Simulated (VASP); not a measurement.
Here is a VASP 6.6.1 calculation.

Contents of INCAR:

```
ALGO = Normal ; EDIFF = 1E-6
ENCUT = 1010 ; GGA = PE
GGA_COMPAT = F ; ISIF = 2
ISMEAR = 0 ; LASPH = T
LCHARG = F ; LREAL = Auto
LWAVE = F ; NBANDS = 76
NELM = 120 ; NELMDL = -8
PREC = Accurate ; SIGMA = 0.02
```

File KPOINTS:

```
k-points
0
Gamma
  2 2 1
```

Contents of POSCAR:

```
Zn6CO6F2
1.0
    5.8041020000      0.0000000000      0.0000000000
   -2.9020510000      5.4880210000      0.0000000000
    0.0000000000      0.0000000000     17.5870760000
Zn O C F
6 6 1 2
Direct
    0.3333333908      0.0000000000      0.0568599351
    0.3411622036      0.4831149516      0.1083876592
    0.9000342369      0.0489210956      0.1333418926
    0.8603633242      0.5301045677      0.1246196923
    0.3628789230      0.0845782113      0.2093681747
    0.5772247881      0.6694584441      0.2768558002
    0.1727948500      0.6638832104      0.0689007655
    0.1583370238      0.1828090672      0.0475030642
    0.6780327241      0.7026179382      0.1612142917
    0.6401699374      0.1748293237      0.1336002642
    0.1446350649      0.7357143859      0.2389728116
    0.1916491480      0.2714760020      0.2055794835
    0.2166219228      0.6182006228      0.2818525376
   -0.1565922134      0.7887903490      0.3431684153
    0.0234176403      0.4445877667      0.3214279054
```

Potentials or basis: VASP PAW PBE potentials, release 64 (Zn, O_h, C_h, F_h).

Command:

```bash
$ cat potpaw_PBE.64/Zn/POTCAR potpaw_PBE.64/O_h/POTCAR potpaw_PBE.64/C_h/POTCAR potpaw_PBE.64/F_h/POTCAR > POTCAR
$ mpirun -np 1 vasp_std > vasp.out
```

Q: Estimate the band gap on the k mesh.

A: 1.52 eV.

Q: What does it give for the largest force?

A: 0.163 eV/Å.

Forces in eV/Å, atoms in the order of the input:
```
Zn  -0.096 -0.040 -0.088
Zn   0.034  0.004  0.010
Zn   0.011 -0.022 -0.017
Zn   0.001 -0.020  0.010
Zn   0.025 -0.029  0.030
Zn  -0.035 -0.011 -0.052
O    0.023 -0.020 -0.059
O   -0.054  0.019 -0.107
O   -0.012  0.008  0.018
O    0.011 -0.017 -0.011
O    0.004 -0.015  0.023
O   -0.082  0.060  0.047
C    0.049 -0.016 -0.013
F    0.063  0.088  0.122
F    0.058  0.013  0.085
```

Caveat: the k points lie up to 0.61 Å⁻¹ apart; there is no dipole correction, which matters where the two faces differ.
